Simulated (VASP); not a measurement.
# Ba2Tl5V3O12 (R-3m) in VASP: further runs

Aim: see how the results for Ba2Tl5V3O12 move with the level of theory and the settings. Levels: r2SCAN+rVV10, PBE. Tasks: single point.

Program: VASP 6.6.1. These are calculated values, not measurements. Logs are shortened: lines on timing, memory, paths and dates and some standing lists are left out, and cuts for length are marked.

### 1 The cell of the first run

Symmetry: R-3m, No. 166, trigonal system. Conventional cell: a = 8.286 Å, b = 8.286 Å, c = 17.993 Å, α = 90.00°, β = 90.00°, γ = 120.00°. Ba (site symmetry -3m) has 12 O at 3.15 Å and 6 V at 3.84 Å and 8 Tl at 4.14 to 4.36 Å within 4.4 Å. Ba (site symmetry -3m) has 12 O at 3.14 Å and 6 Tl at 3.84 Å and 6 V at 4.14 Å within 4.2 Å. Within 2.4 Å of V (site symmetry 2/m) lie 4 O at 1.81 Å. Within 3.0 Å of Tl (site symmetry 2/m) lie 4 O at 2.29 Å and 2 Tl at 2.90 Å. Within 3.8 Å of Tl (site symmetry 3m) lie 3 V at 2.75 Å and 12 O at 2.79 to 3.73 Å and 3 Tl at 2.90 Å. O (site symmetry 1) has 1 V at 1.81 Å and 1 Tl at 2.29 Å within 2.4 Å.

### 2 Single point, r2SCAN+rVV10, collinear spin, ferromagnetic start

The input, POSCAR:

```
Ba2Tl5V3O12
1.0
    4.1430451139      2.3919882118      5.9977146235
   -4.1430451139      2.3919882118      5.9977146235
    0.0000000000     -4.7839764235      5.9977146235
Ba V Tl O
2 3 5 12
Direct
    0.5000000000      0.5000000000      0.5000000000
    0.0000000000      0.0000000000      0.0000000000
    0.5000000000      0.5000000000      0.0000000000
    0.0000000000      0.5000000000      0.5000000000
    0.5000000000      0.0000000000      0.5000000000
    0.0000000000      0.0000000000      0.5000000000
    0.5000000000      0.0000000000      0.0000000000
    0.0000000000      0.5000000000      0.0000000000
    0.7421942140      0.7421942140      0.7421942140
    0.2578057860      0.2578057860      0.2578057860
    0.7194863197      0.0833519954      0.4108110998
    0.4108110998      0.7194863197      0.0833519954
    0.0833519954      0.4108110998      0.7194863197
    0.5891889002      0.9166480046      0.2805136803
    0.9166480046      0.2805136803      0.5891889002
    0.2805136803      0.5891889002      0.9166480046
    0.2805136803      0.9166480046      0.5891889002
    0.5891889002      0.2805136803      0.9166480046
    0.9166480046      0.5891889002      0.2805136803
    0.4108110998      0.0833519954      0.7194863197
    0.0833519954      0.7194863197      0.4108110998
    0.7194863197      0.4108110998      0.0833519954
```

The input, INCAR.step1:

```
PREC = Accurate
ENCUT = 520
ISMEAR = -1
SIGMA = 0.05
LREAL = Auto
LASPH = T
NELM = 150
ISPIN = 2
MAGMOM = 0 0 2 2 2 0 0 0 0 0 0 0 0 0 0 0 0 0 0 0 0 0
LMAXMIX = 4
NBANDS = 119
GGA = PE
ALGO = Normal
EDIFF = 1E-4
LWAVE = T
LCHARG = F
KPAR = 4
```

The input, INCAR.step2:

```
PREC = Accurate
ENCUT = 520
EDIFF = 1E-6
ISMEAR = -1
SIGMA = 0.05
LREAL = Auto
LASPH = T
NELM = 150
ALGO = Normal
ISIF = 2
LWAVE = F
LCHARG = T
ISPIN = 2
MAGMOM = 0 0 2 2 2 0 0 0 0 0 0 0 0 0 0 0 0 0 0 0 0 0
LORBIT = 11
LMAXMIX = 4
METAGGA = R2SCAN
LMIXTAU = T
LUSE_VDW = T
IVDW_NL = 2
BPARAM = 11.95
CPARAM = 0.0093
LVHAR = T
NBANDS = 119
ISTART = 1
KPAR = 4
```

The input, KPOINTS:

```
Automatic mesh
0
Gamma
  3 3 3
```

Potentials or basis: VASP PAW PBE potentials, release 64 (Ba_sv, V_sv, Tl_d, O).

On the command line:

```console
$ cat potpaw_PBE.64/Ba_sv/POTCAR potpaw_PBE.64/V_sv/POTCAR potpaw_PBE.64/Tl_d/POTCAR potpaw_PBE.64/O/POTCAR > POTCAR
$ cp INCAR.step1 INCAR
$ mpirun -np 4 vasp_std > vasp.out
$ cp INCAR.step2 INCAR
$ mpirun -np 4 vasp_std > vasp.out
```

OUTCAR:

```text
PREC = Accurate
   ENCUT = 520
   EDIFF = 1E-6
   ISMEAR = -1
   LREAL = Auto
   LASPH = T
   NELM = 150
   ISIF = 2
   ISPIN = 2
   LORBIT = 11
   METAGGA = R2SCAN
   IVDW_NL = 2
   BPARAM = 11.95
   ISTART = 1

 ion  position               nearest neighbor table
   1  0.500  0.500  0.500-  12 3.15  16 3.15  18 3.15  22 3.15  17 3.15  15 3.15  21 3.15  11 3.15
                            19 3.15  20 3.15  13 3.15  14 3.15   7 4.14   8 4.14   7 4.14   8 4.14
   2  0.000  0.000  0.000-  11 3.14  15 3.14  17 3.14  21 3.14  14 3.14  19 3.14  20 3.14  13 3.14
                            16 3.14  12 3.14  18 3.14  22 3.14   6 3.84   6 3.84   8 3.84   7 3.84
   3  0.500  0.500  0.000-  12 1.81  16 1.81  18 1.81  22 1.81   9 2.75  10 2.75
   4  0.000  0.500  0.500-  13 1.81  19 1.81  15 1.81  21 1.81   9 2.75  10 2.75
   5  0.500  0.000  0.500-  14 1.81  20 1.81  17 1.81  11 1.81   9 2.75  10 2.75
   6  0.000  0.000  0.500-  11 2.29  15 2.29  17 2.29  21 2.29   9 2.90  10 2.90   2 3.84   2 3.84
                             1 4.14   1 4.14
   7  0.500  0.000  0.000-  14 2.29  20 2.29  18 2.29  12 2.29   9 2.90  10 2.90   2 3.84   2 3.84
                             1 4.14   1 4.14
   8  0.000  0.500  0.000-  13 2.29  19 2.29  16 2.29  22 2.29   9 2.90  10 2.90   2 3.84   2 3.84
                             1 4.14   1 4.14
   9  0.742  0.742  0.742-   4 2.75   5 2.75   3 2.75  12 2.79  22 2.79  21 2.79  11 2.79  13 2.79
                            20 2.79   7 2.90   8 2.90   6 2.90   1 4.36
  10  0.258  0.258  0.258-   4 2.75   5 2.75   3 2.75  16 2.79  18 2.79  17 2.79  15 2.79  14 2.79
                            19 2.79   7 2.90   8 2.90   6 2.90   1 4.36
  11  0.719  0.083  0.411-   5 1.81   6 2.29   9 2.79   2 3.14   1 3.15
  12  0.411  0.719  0.083-   3 1.81   7 2.29   9 2.79   2 3.14   1 3.15
  13  0.083  0.411  0.719-   4 1.81   8 2.29   9 2.79   2 3.14   1 3.15
  14  0.589  0.917  0.281-   5 1.81   7 2.29  10 2.79   2 3.14   1 3.15
  15  0.917  0.281  0.589-   4 1.81   6 2.29  10 2.79   2 3.14   1 3.15
  16  0.281  0.589  0.917-   3 1.81   8 2.29  10 2.79   2 3.14   1 3.15
  17  0.281  0.917  0.589-   5 1.81   6 2.29  10 2.79   2 3.14   1 3.15
  18  0.589  0.281  0.917-   3 1.81   7 2.29  10 2.79   2 3.14   1 3.15
  19  0.917  0.589  0.281-   4 1.81   8 2.29  10 2.79   2 3.14   1 3.15
  20  0.411  0.083  0.719-   5 1.81   7 2.29   9 2.79   2 3.14   1 3.15
  21  0.083  0.719  0.411-   4 1.81   6 2.29   9 2.79   2 3.14   1 3.15
  22  0.719  0.411  0.083-   3 1.81   8 2.29   9 2.79   2 3.14   1 3.15

  LATTYP: Found a trigonal (rhomboedric) cell.
 ALAT       =     7.6719626645
 COS(alpha) =     0.4167478356

  Lattice vectors:

 A1 = (   4.1430451139,   2.3919882118,   5.9977146235)
 A2 = (  -4.1430451139,   2.3919882118,   5.9977146235)
 A3 = (   0.0000000000,  -4.7839764235,   5.9977146235)

Analysis of symmetry for initial positions (statically):
=====================================================================
 Subroutine PRICEL returns:
 Original cell was already a primitive cell.

 Routine SETGRP: Setting up the symmetry group for a
 trigonal (rhombohedral) supercell.

 Subroutine GETGRP returns: Found 12 space group operations
 (whereof 12 operations were pure point group operations)
 out of a pool of 12 trial point group operations.

The static configuration has the point symmetry D_3d.

Analysis of symmetry for dynamics (positions and initial velocities):
=====================================================================
 Subroutine PRICEL returns:
 Original cell was already a primitive cell.

 Routine SETGRP: Setting up the symmetry group for a
 trigonal (rhombohedral) supercell.

 Subroutine GETGRP returns: Found 12 space group operations
 (whereof 12 operations were pure point group operations)
 out of a pool of 12 trial point group operations.

The dynamic configuration has the point symmetry D_3d.

Analysis of structural, dynamic, and magnetic symmetry:
=====================================================================
 Subroutine PRICEL returns:
 Original cell was already a primitive cell.

 Routine SETGRP: Setting up the symmetry group for a
 trigonal (rhombohedral) supercell.

 Subroutine GETGRP returns: Found 12 space group operations
 (whereof 12 operations were pure point group operations)
 out of a pool of 12 trial point group operations.

The overall configuration has the point symmetry D_3d.

 Subroutine INISYM returns: Found 12 space group operations
 (whereof 12 operations are pure point group operations),
[... 107 lines left out ...]
 SYSTEM =  unknown system
   PREC   = accura    normal or accurate (medium, high low for compatibility)
   ISTART =      1    job   : 0-new  1-cont  2-samecut
   ICHARG =      0    charge: 1-file 2-atom 10-const
   ISPIN  =      2    spin polarized calculation?
   LNONCOLLINEAR =      F non collinear calculations
   LSORBIT =      F    spin-orbit coupling
   LASPH  =      T    aspherical Exc in radial PAW
   ENCUT  =  520.0 eV  38.22 Ry    6.18 a.u.  14.26 14.26 14.26*2*pi/ulx,y,z
   NELM   =    150;   NELMIN=  2; NELMDL=  0     # of ELM steps
   EDIFF  = 0.1E-05   stopping-criterion for ELM
   LREAL  =      T    real-space projection
   EDIFFG = 0.1E-04   stopping-criterion for IOM
   NSW    =      0    number of steps for IOM
   IBRION =     -1    ionic relax: 0-MD 1-quasi-New 2-CG
   NFREE  =      0    steps in history (QN), initial steepest desc. (CG)
   ISIF   =      2    stress and relaxation
   ISYM   =      2    0-nonsym 1-usesym 2-fastsym
   POTIM  = 0.5000    time-step for ionic-motion
   TEBEG  =    0.0;   TEEND  =   0.0 temperature during run
   PSTRESS=    0.0 pullay stress
   NELECT =     196.0000    total number of electrons
   NUPDOWN=      -1.0000    fix difference up-down
   EMIN   =  10.00;   EMAX   =-10.00  energy-range for DOS
   EFERMI =   0.00;   METHOD = LEGACY
   ISMEAR =    -1;   SIGMA  =   0.05  broadening in eV -4-tet -1-fermi 0-gaus
   EFERMI_NEDOS =   21; number of points for ismear=-14 and -15
   IALGO  =     38    algorithm
   IMIX   =      4    mixing-type and parameters
     AMIX     =   0.40;   BMIX     =  1.00
     AMIX_MAG =   1.60;   BMIX_MAG =  1.00
  volume/ion in A,a.u.               =      16.21       109.39
  Fermi-wavevector in a.u.,A,eV,Ry     =   1.340978  2.534081 24.466290  1.798222
  Thomas-Fermi vector in A             =   2.469248
   LORBIT       =     11    0 simple, 1 ext, 2 COOP (PROOUT), +10 PAW based schemes
   METAGGA = R2SCAN    functional components
   LHFCALC =     F    Hartree Fock is set to
   AEXX    =    0.0000 exact exchange contribution
   IVDW_NL    =     2    kernel type
   BPARAM     =11.9500
   IVDW    =     0    specifies the selected vdW correction
   LEPSILON=     F    determine dielectric tensor
   LRPA    =     F    only Hartree local field effects (RPA)
 spin polarized calculation
  energy-cutoff  :      520.00
  volume of cell :      356.63
 maximum number of plane-waves:      9616
 NGX is ok and might be reduce to    60
   NGX = 29   NGY = 29   NGZ = 29

 number of electron     195.9999976 magnetization      -1.2174039

 Free energy of the ion-electron system (eV)
  ---------------------------------------------------
  ext. energy  EPLUGINS =         0.00000000
  ---------------------------------------------------
  free energy    TOTEN  =      -459.00146541 eV

  energy without entropy =     -458.96336111  energy(sigma->0) =     -458.98241326

 E-fermi :   4.5557     XC(G=0): -11.0377

 val. band max:        4.5370598465   @ k =   0.3333   0.3333   0.0000
 cond. band min:       4.5880032892   @ k =   0.3333   0.3333   0.0000
 fundamental gap:      0.0509434427
 Fermi energy:         4.5556945631

 spin component 1

 k-point     1 :       0.0000    0.0000    0.0000
  band No.  band energies     occupation
      1     -62.9758      1.00000
      2     -62.9756      1.00000
      3     -62.9756      1.00000
      4     -35.8557      1.00000
      5     -35.8550      1.00000
      6     -35.8550      1.00000
[... 667 lines left out ...]
    109       6.7204      0.00000
    110       6.7746      0.00000
 Fermi energy:         4.5556945631

 spin component 2

 k-point     1 :       0.0000    0.0000    0.0000
  band No.  band energies     occupation
      1     -63.4944      1.00000
      2     -63.4942      1.00000
      3     -63.4942      1.00000
      4     -36.2828      1.00000
      5     -36.2820      1.00000
      6     -36.2820      1.00000
[... 667 lines left out ...]
    109       6.4306      0.00000
    110       6.5087      0.00000
 [bands above 110 left out]

------------------------ aborting loop because EDIFF is reached ----------------------------------------

  FORCE on cell =-STRESS in cart. coord.  units (eV):
  Direction    XX          YY          ZZ          XY          YZ          ZX
  --------------------------------------------------------------------------------------
  -------------------------------------------------------------------------------------
  Total        1.6400941      1.6400941      2.2557084      0.0000000      0.0000000      0.0000000
  in kB        7.3682371      7.3682371     10.1339274      0.0000000      0.0000000      0.0000000
  external PRESSURE =       8.2901339 kB  Pullay stress =       0.0000000 kB

 VOLUME and BASIS-vectors are now :
 -----------------------------------------------------------------------------
  energy-cutoff  :      520.00
  volume of cell :      356.63
      direct lattice vectors                 reciprocal lattice vectors
     4.143045114  2.391988212  5.997714624     0.120684179  0.069677043  0.055576725
    -4.143045114  2.391988212  5.997714624    -0.120684179  0.069677043  0.055576725
     0.000000000 -4.783976424  5.997714624     0.000000000 -0.139354087  0.055576725

 POSITION                                       TOTAL-FORCE (eV/Angst)
 -----------------------------------------------------------------------------------
      0.00000      0.00000      8.99657         0.000000     -0.000000     -0.000000
      0.00000      0.00000      0.00000         0.000000     -0.000000     -0.000000
      0.00000      2.39199      5.99771         0.000000     -0.000000     -0.000000
     -2.07152     -1.19599      5.99771         0.000000     -0.000000     -0.000000
      2.07152     -1.19599      5.99771         0.000000     -0.000000     -0.000000
      0.00000     -2.39199      2.99886         0.000000     -0.000000     -0.000000
[... 14 lines left out ...]
     -2.63553     -0.04493      7.27912        -0.011919      0.066371      0.050288
      1.27886      2.30490      7.27912         0.063438     -0.022864      0.050288
 -----------------------------------------------------------------------------------
    total drift:                               -0.000000      0.000000     -0.000000

  FREE ENERGIE OF THE ION-ELECTRON SYSTEM (eV)
  ---------------------------------------------------
  free  energy   TOTEN  =      -459.0014654148 eV

  energy  without entropy=     -458.9633611132  energy(sigma->0) =     -458.98241326

 total charge

# of ion       s       p       d       tot
------------------------------------------
    1        1.997   5.623   0.142   7.762
    2        1.997   5.621   0.144   7.762
    3        2.316   6.384   2.991  11.691
    4        2.316   6.384   2.991  11.691
    5        2.316   6.384   2.991  11.691
    6        0.934   0.452   9.766  11.153
[... 14 lines left out ...]
   21        1.589   3.392   0.000   4.981
   22        1.589   3.392   0.000   4.981
--------------------------------------------------
tot         35.070  73.547  57.885 166.502

 magnetization (x)

# of ion       s       p       d       tot
------------------------------------------
    1        0.000  -0.000  -0.001  -0.001
    2        0.000   0.001   0.001   0.002
    3       -0.037  -0.005  -0.396  -0.438
    4       -0.037  -0.005  -0.396  -0.438
    5       -0.037  -0.005  -0.396  -0.438
    6       -0.002   0.003   0.000   0.001
[... 14 lines left out ...]
   21        0.000   0.022   0.000   0.022
   22        0.000   0.022   0.000   0.022
--------------------------------------------------
tot         -0.084   0.214  -1.207  -1.077
```

Run time: 16 min. Hardware: 4 MPI ranks of Intel Xeon Platinum 8488C (Sapphire Rapids), shared host; peak memory 1.8 GiB.

Results:

```
Free energy                                           : -459.0015 eV
Pressure                                              : 0.8 GPa
Largest force                                         : 0.084 eV/Å
Net moment                                            : -1.22 μB per cell
Site moments                                          : Ba -0.00, +0.00; V -0.44; Tl +0.00, -0.01 (each value once); O +0.02 μB
Valence electrons inside the program's atomic spheres : Ba 7.76; V 11.69; Tl 11.15, 11.34 (each value once); O 4.98
```

Forces on the atoms (eV/Å):
```
Ba   0.000  0.000  0.000
Ba   0.000  0.000  0.000
V    0.000  0.000  0.000
V    0.000  0.000  0.000
V    0.000  0.000  0.000
Tl   0.000  0.000  0.000
Tl   0.000  0.000  0.000
Tl   0.000  0.000  0.000
Tl   0.000  0.000 -0.023
Tl   0.000  0.000  0.023
O    0.012  0.066  0.050
O   -0.063 -0.023  0.050
O    0.052 -0.044  0.050
O    0.052  0.044 -0.050
O    0.012 -0.066 -0.050
O   -0.063  0.023 -0.050
O   -0.012 -0.066 -0.050
O    0.063  0.023 -0.050
O   -0.052  0.044 -0.050
O   -0.052 -0.044  0.050
O   -0.012  0.066  0.050
O    0.063 -0.023  0.050
```

Caveat: a moment this small can come from the mesh or the smearing; the PAW data sets were made with another functional, which shifts forces and pressure a little; spin-orbit coupling is left out, which moves the levels of the heavy elements; semilocal functionals often make such compounds metallic where correlation or magnetic order opens a gap, which also shifts bond lengths. With open d or f shells a metallic result of r2SCAN can be an artefact of self-interaction; +U or a hybrid may open a gap.

(Part 1 of 2 ends here.)
